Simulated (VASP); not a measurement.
# TiC (Fm-3m) in VASP: a series of runs

Aim: see how the results for TiC move with the level of theory and the settings. Levels: r2SCAN+D4, r2SCAN+U, PBEsol+U, PBE+U. Tasks: single point.

Everything below comes from runs of VASP 6.6.1. Logs are shortened: lines on timing, memory, paths and dates and some standing lists are left out, and cuts for length are marked.

### Step 1. The cell of the first run

The structure is cubic, space group Fm-3m (No. 225). The conventional cell has a = 4.318 Å, b = 4.318 Å, c = 4.318 Å, α = 90.00°, β = 90.00°, γ = 90.00°. Within 2.9 Å of Ti (site symmetry m-3m) lie 6 C at 2.16 Å. Within 2.9 Å of C (site symmetry m-3m) lie 6 Ti at 2.16 Å.

### Step 2. Single point, r2SCAN+D4

File POSCAR:

```
TiC
1.0
    0.0000000000      2.1591192742      2.1591192742
    2.1591192742      0.0000000000      2.1591192742
    2.1591192742      2.1591192742      0.0000000000
Ti C
1 1
Direct
    0.0000000000      0.0000000000      0.0000000000
    0.5000000000      0.5000000000      0.5000000000
```

File INCAR.step1:

```
SYSTEM = TiC
ALGO = Normal
EDIFF = 1E-5
ENCUT = 910
GGA = PE
GGA_COMPAT = .FALSE.
ISMEAR = -1
LASPH = .TRUE.
LCHARG = .FALSE.
LREAL = .FALSE.
LWAVE = .TRUE.
NBANDS = 15
NELM = 120
PREC = Accurate
SIGMA = 0.05
```

File INCAR.step2:

```
SYSTEM = TiC
ALGO = Normal
EDIFF = 1E-6
ENCUT = 910
GGA_COMPAT = .FALSE.
ISIF = 2
ISMEAR = -1
ISTART = 1
IVDW = 13
LASPH = .TRUE.
LCHARG = .FALSE.
LMIXTAU = .TRUE.
LREAL = .FALSE.
LWAVE = .FALSE.
METAGGA = R2SCAN
NBANDS = 15
NELM = 120
PREC = Accurate
SIGMA = 0.05
VDW_A1 = 0.51559235
VDW_A2 = 5.77342911
VDW_S6 = 1.0
VDW_S8 = 0.6018749
```

File KPOINTS:

```
k-points
0
G
  11 11 11
  0 0 0
```

Potentials or basis: VASP PAW PBE potentials, release 64 (Ti_sv, C_h).

Command:

```
$ cat potpaw_PBE.64/Ti_sv/POTCAR potpaw_PBE.64/C_h/POTCAR > POTCAR
$ cp INCAR.step1 INCAR
$ mpirun -np 1 vasp_std > vasp.out
$ cp INCAR.step2 INCAR
$ mpirun -np 1 vasp_std > vasp.out
```

OUTCAR:

```text
SYSTEM = TiC
   EDIFF = 1E-6
   ENCUT = 910
   ISIF = 2
   ISMEAR = -1
   ISTART = 1
   IVDW = 13
   LASPH = .TRUE.
   LREAL = .FALSE.
   METAGGA = R2SCAN
   NELM = 120
   PREC = Accurate

 ion  position               nearest neighbor table
   1  0.000  0.000  0.000-   2 2.16   2 2.16   2 2.16   2 2.16   2 2.16   2 2.16
   2  0.500  0.500  0.500-   1 2.16   1 2.16   1 2.16   1 2.16   1 2.16   1 2.16

  LATTYP: Found a face centered cubic cell.
 ALAT       =     4.3182385484

  Lattice vectors:

 A1 = (   0.0000000000,   2.1591192742,   2.1591192742)
 A2 = (   2.1591192742,   0.0000000000,   2.1591192742)
 A3 = (   2.1591192742,   2.1591192742,   0.0000000000)

Analysis of symmetry for initial positions (statically):
=====================================================================
 Subroutine PRICEL returns:
 Original cell was already a primitive cell.

 Routine SETGRP: Setting up the symmetry group for a
 face centered cubic supercell.

 Subroutine GETGRP returns: Found 48 space group operations
[... 9 lines left out ...]

 Routine SETGRP: Setting up the symmetry group for a
 face centered cubic supercell.

 Subroutine GETGRP returns: Found 48 space group operations
[... 11 lines left out ...]
                                     Primitive cell

  volume of cell :      20.1307

  direct lattice vectors                    reciprocal lattice vectors
     0.000000000  2.159119274  2.159119274    -0.231575905  0.231575905  0.231575905
     2.159119274  0.000000000  2.159119274     0.231575905 -0.231575905  0.231575905
     2.159119274  2.159119274  0.000000000     0.231575905  0.231575905 -0.231575905

  length of vectors
     3.053455760  3.053455760  3.053455760     0.401101233  0.401101233  0.401101233

  position of ions in fractional coordinates (direct lattice)
[... 8 lines left out ...]
----------------------------------------------------------------------------------------

 KPOINTS: k-points

Automatic generation of k-mesh.
 Grid dimensions read from file:
 generate k-points for:   11   11   11

 Generating k-lattice:

  Cartesian coordinates                     Fractional coordinates (reciprocal lattice)
    -0.021052355  0.021052355  0.021052355     0.090909091  0.000000000  0.000000000
     0.021052355 -0.021052355  0.021052355     0.000000000  0.090909091  0.000000000
     0.021052355  0.021052355 -0.021052355     0.000000000  0.000000000  0.090909091

  Length of vectors
     0.036463748  0.036463748  0.036463748

  Shift w.r.t. Gamma in fractional coordinates (k-lattice)
     0.000000000  0.000000000  0.000000000

 Subroutine IBZKPT returns following result:
 ===========================================

 Found     56 irreducible k-points:

 Following reciprocal coordinates:
            Coordinates               Weight
  0.000000  0.000000  0.000000      1.000000
  0.090909  0.000000  0.000000      8.000000
  0.181818  0.000000  0.000000      8.000000
  0.272727  0.000000  0.000000      8.000000
  0.363636  0.000000  0.000000      8.000000
  0.454545  0.000000  0.000000      8.000000
[... 16 lines left out ...]
 -0.272727  0.181818  0.000000     24.000000
 -0.181818  0.181818  0.000000     12.000000
 [... further k-points ...]
   k-points           NKPTS =     56   k-points in BZ     NKDIM =     56   number of bands    NBANDS=     15
   number of dos      NEDOS =    301   number of ions     NIONS =      2
   total plane-waves  NPLWV =  27000
   dimension x,y,z NGX =    30 NGY =   30 NGZ =   30
   dimension x,y,z NGXF=    60 NGYF=   60 NGZF=   60
   ions per type =               1   1
   NGX,Y,Z   is equivalent  to a cutoff of  16.33, 16.33, 16.33 a.u.
   NGXF,Y,Z  is equivalent  to a cutoff of  32.67, 32.67, 32.67 a.u.
 SYSTEM =  TiC
   PREC   = accura    normal or accurate (medium, high low for compatibility)
   ISTART =      1    job   : 0-new  1-cont  2-samecut
   ICHARG =      0    charge: 1-file 2-atom 10-const
   ISPIN  =      1    spin polarized calculation?
   LNONCOLLINEAR =      F non collinear calculations
   LSORBIT =      F    spin-orbit coupling
   LASPH  =      T    aspherical Exc in radial PAW
   ENCUT  =  910.0 eV  66.88 Ry    8.18 a.u.   7.51  7.51  7.51*2*pi/ulx,y,z
   NELM   =    120;   NELMIN=  2; NELMDL=  0     # of ELM steps
   EDIFF  = 0.1E-05   stopping-criterion for ELM
   LREAL  =      F    real-space projection
   EDIFFG = 0.1E-04   stopping-criterion for IOM
   NSW    =      0    number of steps for IOM
   IBRION =     -1    ionic relax: 0-MD 1-quasi-New 2-CG
   NFREE  =      0    steps in history (QN), initial steepest desc. (CG)
   ISIF   =      2    stress and relaxation
   ISYM   =      2    0-nonsym 1-usesym 2-fastsym
   POTIM  = 0.5000    time-step for ionic-motion
   TEBEG  =    0.0;   TEEND  =   0.0 temperature during run
   PSTRESS=    0.0 pullay stress
   NELECT =      16.0000    total number of electrons
   NUPDOWN=      -1.0000    fix difference up-down
   EMIN   =  10.00;   EMAX   =-10.00  energy-range for DOS
   EFERMI =   0.00;   METHOD = LEGACY
   ISMEAR =    -1;   SIGMA  =   0.05  broadening in eV -4-tet -1-fermi 0-gaus
   EFERMI_NEDOS =   21; number of points for ismear=-14 and -15
   IALGO  =     38    algorithm
   IMIX   =      4    mixing-type and parameters
     AMIX     =   0.40;   BMIX     =  1.00
     AMIX_MAG =   1.60;   BMIX_MAG =  1.00
  volume/ion in A,a.u.               =      10.07        67.92
  Fermi-wavevector in a.u.,A,eV,Ry     =   1.516450  2.865676 31.288252  2.299622
  Thomas-Fermi vector in A             =   2.625838
   LORBIT       =      0    0 simple, 1 ext, 2 COOP (PROOUT), +10 PAW based schemes
   METAGGA = R2SCAN    functional components
   LHFCALC =     F    Hartree Fock is set to
   AEXX    =    0.0000 exact exchange contribution
   IVDW    =    13    specifies the selected vdW correction
   LEPSILON=     F    determine dielectric tensor
   LRPA    =     F    only Hartree local field effects (RPA)
 non-spin polarized calculation
  energy-cutoff  :      910.00
  volume of cell :       20.13
 maximum number of plane-waves:      1275
 NGX is ok and might be reduce to    30
   NGX = 15   NGY = 15   NGZ = 15

 number of electron      16.0000000 magnetization

 Free energy of the ion-electron system (eV)
  ---------------------------------------------------
  ext. energy  EPLUGINS =         0.00000000
  ---------------------------------------------------
  free energy    TOTEN  =       -24.87788214 eV

  energy without entropy =      -24.87548361  energy(sigma->0) =      -24.87668287

 E-fermi :  10.0171     XC(G=0): -13.6455

 val. band max:        9.9788718765   @ k =   0.1818   0.1818   0.0000
 cond. band min:      10.0600509030   @ k =   0.0909   0.0000   0.0000
 fundamental gap:      0.0811790264
 Fermi energy:        10.0171287244

 k-point     1 :       0.0000    0.0000    0.0000
  band No.  band energies     occupation
      1     -49.0113      2.00000
      2     -23.9855      2.00000
      3     -23.9855      2.00000
      4     -23.9855      2.00000
      5      -3.3092      2.00000
      6      10.8069      0.00000
      7      10.8069      0.00000
      8      10.8069      0.00000
      9      11.6157      0.00000
     10      11.6157      0.00000
     11      11.6158      0.00000
     12      11.6766      0.00000
     13      11.6766      0.00000
     14      21.2730      0.00000
     15      24.8122      0.00000

 k-point     2 :       0.0909    0.0000    0.0000
  band No.  band energies     occupation
      1     -49.0051      2.00000
      2     -24.0293      2.00000
      3     -23.9894      2.00000
      4     -23.9894      2.00000
      5      -3.1162      2.00000
      6       9.8538      1.92655
      7      10.0601      0.59533
      8      10.0601      0.59527
      9      11.0909      0.00000
     10      11.0909      0.00000
     11      12.1294      0.00000
     12      13.2354      0.00000
     13      13.2354      0.00000
     14      21.6163      0.00000
     15      24.8378      0.00000

 k-point     3 :       0.1818    0.0000    0.0000
  band No.  band energies     occupation
      1     -48.9885      2.00000
      2     -24.1454      2.00000
      3     -23.9998      2.00000
      4     -23.9998      2.00000
      5      -2.5631      2.00000
      6       8.2927      2.00000
      7       8.8245      2.00000
      8       8.8245      2.00000
      9      11.4769      0.00000
     10      11.4769      0.00000
     11      12.6388      0.00000
     12      14.8899      0.00000
     13      14.8899      0.00000
     14      22.1405      0.00000
     15      24.7892      0.00000

 k-point     4 :       0.2727    0.0000    0.0000
  band No.  band energies     occupation
      1     -48.9666      2.00000
      2     -24.2944      2.00000
      3     -24.0133      2.00000
      4     -24.0133      2.00000
      5      -1.7251      2.00000
      6       6.6280      2.00000
      7       7.8417      2.00000
      8       7.8418      2.00000
      9      12.0582      0.00000
     10      12.0582      0.00000
     11      13.1290      0.00000
     12      16.4399      0.00000
     13      16.4399      0.00000
     14      21.4793      0.00000
     15      25.5120      0.00000
[... 307 lines left out ...]
 k-point    22 :      -0.3636    0.1818    0.0000
  band No.  band energies     occupation
      1     -48.9272      2.00000
      2     -24.4332      2.00000
      3     -24.1502      2.00000
      4     -24.0461      2.00000
      5      -0.1701      2.00000
      6       4.7090      2.00000
      7       6.8805      2.00000
      8       7.0203      2.00000
      9      12.7495      0.00000
     10      13.0713      0.00000
     11      14.0599      0.00000
     12      16.2983      0.00000
     13      18.1767      0.00000
     14      20.9515      0.00000
     15      24.7579      0.00000

 k-point    23 :      -0.2727    0.1818    0.0000
  band No.  band energies     occupation
      1     -48.9407      2.00000
      2     -24.3630      2.00000
      3     -24.1394      2.00000
      4     -24.0234      2.00000
      5      -0.7864      2.00000
      6       5.4377      2.00000
      7       7.1456      2.00000
      8       7.3118      2.00000
      9      12.1925      0.00000
     10      13.1101      0.00000
     11      13.9968      0.00000
     12      15.3373      0.00000
     13      18.2752      0.00000
     14      21.7117      0.00000
     15      24.3023      0.00000

 k-point    24 :      -0.1818    0.1818    0.0000
  band No.  band energies     occupation
      1     -48.9593      2.00000
      2     -24.2765      2.00000
      3     -24.0986      2.00000
      4     -24.0046      2.00000
      5      -1.5373      2.00000
      6       6.4467      2.00000
      7       7.5330      2.00000
      8       7.9223      2.00000
      9      11.7045      0.00000
     10      12.7760      0.00000
     11      13.7471      0.00000
     12      14.5489      0.00000
     13      17.5751      0.00000
     14      22.5625      0.00000
     15      24.1201      0.00000

 [... further k-points ...]

------------------------ aborting loop because EDIFF is reached ----------------------------------------

  DFT-D4 for vdW energy calculation

  Edisp (eV):   -0.20766

  FORCE on cell =-STRESS in cart. coord.  units (eV):
  Direction    XX          YY          ZZ          XY          YZ          ZX
  --------------------------------------------------------------------------------------
  -------------------------------------------------------------------------------------
  Total       0.10746     0.10746     0.10746     0.00000     0.00000     0.00000
  in kB       8.55258     8.55258     8.55258     0.00000     0.00000     0.00000
  external pressure =        8.55 kB  Pullay stress =        0.00 kB

 VOLUME and BASIS-vectors are now :
 -----------------------------------------------------------------------------
  energy-cutoff  :      910.00
  volume of cell :       20.13
      direct lattice vectors                 reciprocal lattice vectors
     0.000000000  2.159119274  2.159119274    -0.231575905  0.231575905  0.231575905
     2.159119274  0.000000000  2.159119274     0.231575905 -0.231575905  0.231575905
     2.159119274  2.159119274  0.000000000     0.231575905  0.231575905 -0.231575905

 POSITION                                       TOTAL-FORCE (eV/Angst)
 -----------------------------------------------------------------------------------
      0.00000      0.00000      0.00000        -0.000000      0.000000     -0.000000
      2.15912      2.15912      2.15912         0.000000     -0.000000      0.000000
 -----------------------------------------------------------------------------------
    total drift:                               -0.000000      0.000000      0.000000

  FREE ENERGIE OF THE ION-ELECTRON SYSTEM (eV)
  ---------------------------------------------------
  free  energy   TOTEN  =       -25.0855423777 eV

  energy  without entropy=      -25.0831438432  energy(sigma->0) =      -25.08434311
```

Wall time 4.3 min (1 thread of AMD EPYC 7R43 (Zen 3), shared host); peak memory 0.16 GiB.

What came out:

```
Free energy                : -25.0855 eV
Pressure                   : 0.9 GPa
Band gap on the k mesh     : zero (band 8 reaches 10.81 eV, above the bottom of band 9 at 9.47 eV)
Dispersion energy per atom : -0.104 eV
```

Levels at points of the mesh, in eV from the Fermi level:
```
           k point  band 4  band 5  band 6  band 7  band 8  band 9  band 10  band 11  band 12  band 13
(0.00, 0.00, 0.00)  -34.00  -13.33    0.79    0.79    0.79    1.60     1.60     1.60     1.66     1.66
```

Caveat: the cutoff is under 1.25 times the usual one of these potentials, so pressure, stress and relaxed cells hold a basis-set (Pulay) error; the PAW data sets were made with another functional, which shifts forces and pressure a little; pairwise dispersion overbinds metals, which lowers pressure and volume.

(Part 1 of 2 ends here.)
